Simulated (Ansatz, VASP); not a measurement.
**One calculation of K2Se2O7, two programs**

The input INCAR:

```
SYSTEM = K2Se2O7
PREC     = Accurate       ! precision mode
ENCUT    = 520            ! plane-wave cutoff, eV
EDIFF    = 1E-8           ! SCF threshold, eV
ISMEAR   = -1             ! smearing method
SIGMA    = 0.02           ! smearing width, eV
LREAL    = Auto         
LASPH    = .True.         ! aspherical terms in the spheres
NELM     = 80             ! most SCF steps
ALGO     = Normal         ! electronic algorithm
ISIF     = 2              ! what is computed and relaxed
LWAVE    = .False.        ! write WAVECAR
LCHARG   = .False.        ! write CHGCAR
GGA      = CA             ! functional
LEFG     = .True.       
NBANDS   = 89             ! bands
```

KPOINTS

```
regular mesh
0
Gamma
  4 4 3
  0 0 0
```

File POSCAR:

```
K2Se2O7
1.0
    6.4146088424     -3.7707034600      0.0000000000
    6.4146088424      3.7707034600      0.0000000000
   -0.4450417352      0.0000000000      7.4771857163
K Se O
4 4 14
Direct
    0.4990466500      0.7935678500      0.3647929900
    0.2064321500      0.5009533500      0.1352070100
    0.5009533500      0.2064321500      0.6352070100
    0.7935678500      0.4990466500      0.8647929900
    0.9268025500      0.2852694000      0.3711459400
    0.7147306000      0.0731974500      0.1288540600
    0.0731974500      0.7147306000      0.6288540600
    0.2852694000      0.9268025500      0.8711459400
    0.7551658400      0.3542453000      0.5238865500
    0.6457547000      0.2448341600      0.9761134500
    0.2448341600      0.6457547000      0.4761134500
    0.3542453000      0.7551658400      0.0238865500
    0.8589366900      0.4646685800      0.2260258000
    0.5353314200      0.1410633100      0.2739742000
    0.1410633100      0.5353314200      0.7739742000
    0.4646685800      0.8589366900      0.7260258000
    0.1639278100      0.1869932900      0.4432183300
    0.8130067100      0.8360721900      0.0567816700
    0.8360721900      0.8130067100      0.5567816700
    0.1869932900      0.1639278100      0.9432183300
    0.9352227700      0.0647772300      0.2500000000
    0.0647772300      0.9352227700      0.7500000000
```

Input for Ansatz:

```yaml
crystal:
  lattice:
    - [6.4146088424, -3.77070346, 0.0]
    - [6.4146088424, 3.77070346, 0.0]
    - [-0.4450417352, 0.0, 7.4771857163]
  atoms:
    - { symbol: K, position: [0.49904665, 0.79356785, 0.36479299] }
    - { symbol: K, position: [0.20643215, 0.50095335, 0.13520701] }
    - { symbol: K, position: [0.50095335, 0.20643215, 0.63520701] }
    - { symbol: K, position: [0.79356785, 0.49904665, 0.86479299] }
    - { symbol: Se, position: [0.92680255, 0.2852694, 0.37114594] }
    - { symbol: Se, position: [0.7147306, 0.07319745, 0.12885406] }
    - { symbol: Se, position: [0.07319745, 0.7147306, 0.62885406] }
    - { symbol: Se, position: [0.2852694, 0.92680255, 0.87114594] }
    - { symbol: O, position: [0.75516584, 0.3542453, 0.52388655] }
    - { symbol: O, position: [0.6457547, 0.24483416, 0.97611345] }
    - { symbol: O, position: [0.24483416, 0.6457547, 0.47611345] }
    - { symbol: O, position: [0.3542453, 0.75516584, 0.02388655] }
    - { symbol: O, position: [0.85893669, 0.46466858, 0.2260258] }
    - { symbol: O, position: [0.53533142, 0.14106331, 0.2739742] }
    - { symbol: O, position: [0.14106331, 0.53533142, 0.7739742] }
    - { symbol: O, position: [0.46466858, 0.85893669, 0.7260258] }
    - { symbol: O, position: [0.16392781, 0.18699329, 0.44321833] }
    - { symbol: O, position: [0.81300671, 0.83607219, 0.05678167] }
    - { symbol: O, position: [0.83607219, 0.81300671, 0.55678167] }
    - { symbol: O, position: [0.18699329, 0.16392781, 0.94321833] }
    - { symbol: O, position: [0.93522277, 0.06477723, 0.25] }
    - { symbol: O, position: [0.06477723, 0.93522277, 0.75] }
kpoints:
  mp_grid: { grid: [4, 4, 3] }
scf:
  occupations: { method: fermi_dirac, width: 0.02 }
hamiltonian:
  xc: lda
  pseudopotentials: { kind: paw }
output:
  forces: true
  stress: true
  populations: true
  efg:
    quadrupole_moments_barn: { K: 0.0603, O: -0.02558 }
    contact_densities: true
```

Alike in both runs: task electric field gradients; functional LDA; k mesh 4 × 4 × 3; occupations fermi-dirac, width 0.02 eV; no spin polarisation.

```csv
,VASP,Ansatz
version,VASP 6.6.1,Ansatz 0.2.0
potentials or method,"VASP PAW LDA potentials, release 64 (K_sv, Se, O)","plane-wave PAW, scalar-relativistic"
plane-wave cutoff (eV),520,420
valence electrons in the cell,144,184
```

|  | VASP | Ansatz | Ansatz less VASP |
| --- | --- | --- | --- |
| gap on the k mesh at the Fermi level (eV) | 3.13 | 3.16 | +0.030 |
| pressure (GPa) | -1.5 | -2.7 | -1.18 |
| traceless stress, the component that is largest in VASP (GPa) | 0.09 | -0.11 | -0.207 |
| rms of the force components (eV/Å) | 0.089 | 0.082 | -0.0076 |
| size of Vzz on the site where it differs most (V/Å²) | 144.6 | 130.8 | -13.81 |

LDA's correlation is that of Perdew and Zunger in VASP and of Perdew and Wang (1992) in Ansatz. Atom by atom the forces differ by 0.160 eV/Å (rms over components). One of these differences is far larger than is usual between the two programs; its cause wasn't traced. VASP's potentials hold 144 valence electrons a cell and Ansatz's 184, so a difference there can come from the potentials and not from the codes.
